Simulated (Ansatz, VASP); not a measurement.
## One calculation of WS2, two programs

```
W S
1.0
     3.15131    0.00000    0.00000
     1.53001    2.75670    0.00000
     0.34809    0.46604   14.43326
W S
2 4
Direct
  0.59846 0.06643 0.75286
  0.40154 0.93357 0.24714
  0.93616 0.41959 0.64355
  0.07012 0.61742 0.13784
  0.06384 0.58041 0.35645
  0.92988 0.38258 0.86216
```

Change from the starting cell: the structure that the rattled cell fell into.

Alike in both runs: task relaxation of cell and atoms; functional PBE; k mesh 6 × 6 × 2; occupations gaussian, width 0.1 eV; no spin polarisation.

|  | VASP | Ansatz |
| --- | --- | --- |
| version | VASP 6.6.1 | Ansatz 0.2.0 |
| potentials or method | VASP PAW PBE potentials, release 64 (W_sv, S), cutoff 600 eV | scalar-relativistic, plane waves, PAW |
| valence electrons in the cell | 52 | 52 |

Ansatz gave:

* gap on the k mesh at the Fermi level, each at its own relaxed structure (eV): 1.63
* relaxed volume (Å³/atom): 21.84
* relaxed cell length with the largest relative difference (Å): 14.904

**Question.** Which values does VASP return?

**Answer.** gap on the k mesh at the Fermi level, each at its own relaxed structure (eV): 1.58; relaxed volume (Å³/atom): 21.15; relaxed cell length with the largest relative difference (Å): 14.428.

Spin-orbit coupling is off throughout.
